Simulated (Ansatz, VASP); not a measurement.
Two plane-wave programs on CuO

POSCAR

```
CuO
1.0
    2.3755041962     -1.7359473225      0.0000000000
    2.3755041962      1.7359473225      0.0000000000
   -0.8718787375      0.0000000000      5.1260155593
Cu O
2 2
Direct
    0.4968000000      0.0032000000      0.5000000000
    0.0032000000      0.4968000000      0.0000000000
    0.4056000000      0.5714000000      0.7537000000
    0.5714000000      0.4056000000      0.2537000000
```

File INCAR.step1:

```
SYSTEM = CuO
PREC = Accurate ; ENCUT = 520
ISMEAR = -1 ; SIGMA = 0.05
LREAL = .FALSE. ; LASPH = .TRUE.
NELM = 80 ; NBANDS = 25
GGA = PE ; ALGO = Normal
EDIFF = 1E-4 ; LWAVE = .TRUE.
LCHARG = .FALSE.
```

The input INCAR.step2:

```
SYSTEM = CuO
PREC = Accurate ; ENCUT = 520
EDIFF = 1E-6 ; ISMEAR = -1
SIGMA = 0.05 ; LREAL = .FALSE.
LASPH = .TRUE. ; NELM = 80
ALGO = Normal ; ISIF = 2
LWAVE = .FALSE. ; LCHARG = .FALSE.
METAGGA = R2SCAN ; LMIXTAU = .TRUE.
NBANDS = 25 ; ISTART = 1
```

File KPOINTS:

```
regular mesh
0
G
  10 10 5
  0 0 0
```

input.yaml

```yaml
crystal:
  lattice:
    - [2.3755041962, -1.7359473225, 0.0]
    - [2.3755041962, 1.7359473225, 0.0]
    - [-0.8718787375, 0.0, 5.1260155593]
  atoms:
    - { symbol: Cu, position: [0.4968, 0.0032, 0.5] }
    - { symbol: Cu, position: [0.0032, 0.4968, 0.0] }
    - { symbol: O, position: [0.4056, 0.5714, 0.7537] }
    - { symbol: O, position: [0.5714, 0.4056, 0.2537] }
hamiltonian:
  xc: r2scan
  pseudopotentials: { kind: paw }
kpoints:
  mp_grid: { grid: [10, 10, 5] }
scf:
  occupations: { method: fermi_dirac, width: 0.05 }
output:
  forces: true
  stress: true
  eigenvalues: true
```

Alike in both runs: task single point; functional r2SCAN; k mesh 10 × 10 × 5; occupations fermi-dirac, width 0.05 eV; no spin polarisation.

```csv
,VASP,Ansatz
version,VASP 6.6.1,Ansatz 0.2.0
potentials or method,"VASP PAW PBE potentials, release 64 (Cu, O)",Ansatz PAW
plane-wave cutoff (eV),520,500
valence electrons in the cell,34,50
```

Ansatz gave:

| Property | Result |
| --- | --- |
| gap on the k mesh at the Fermi level (eV) | none |
| pressure (GPa) | -7.8 |
| traceless stress, the component that is largest in VASP (GPa) | 3.02 |
| rms of the force components (eV/Å) | 0.387 |

Which values does VASP return?

gap on the k mesh at the Fermi level (eV): none; pressure (GPa): -6.9; traceless stress, the component that is largest in VASP (GPa): 2.69; rms of the force components (eV/Å): 0.393.

VASP's potentials were made for PBE, not for r2SCAN. Atom by atom the forces differ by 0.023 eV/Å (rms over components). A gap of «none» marks a metal or a gap that the smearing closes. VASP's potentials hold 34 valence electrons a cell and Ansatz's 50, so a difference there can come from the potentials and not from the codes.
